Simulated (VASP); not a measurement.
A run of VASP 6.6.1:

File INCAR:

```
ALGO = Normal ; EDIFF = 1E-7
ENCUT = 520 ; GGA = PE
ISIF = 2 ; ISMEAR = -1
LASPH = True ; LCHARG = False
LREAL = False ; LWAVE = False
NBANDS = 26 ; NELM = 80
PREC = Accurate ; SIGMA = 0.1
```

KPOINTS

```
k-points
0
Gamma
  6 6 4
```

File POSCAR:

```
Cs
1.0
    5.0747077837      0.0000000000      0.0000000000
   -2.5373538919      4.3948258575      0.0000000000
    0.0000000000      0.0000000000     16.4309178797
Cs
4
Direct
    0.0000000000      0.0000000000      0.0000000000
    0.0000000000      0.0000000000      0.5000000000
    0.3333333333      0.6666666667      0.2500000000
    0.6666666667      0.3333333333      0.7500000000
```

Potentials or basis: VASP PAW PBE potentials, release 64 (Cs_sv).

Command:

```console
$ cat potpaw_PBE.64/Cs_sv/POTCAR > POTCAR
$ mpirun -np 1 vasp_std > vasp.out
```

Hardware: 1 thread of Intel(R) Xeon(R) 6975P-C (Granite Rapids) (shared host).

Q: How long does it take, and how much memory?

A: Run time: 2.4 min on 1 thread of Intel(R) Xeon(R) 6975P-C (Granite Rapids), with other jobs on the host, peak memory 0.53 GiB. Counts: scf iterations 13, k points 21.
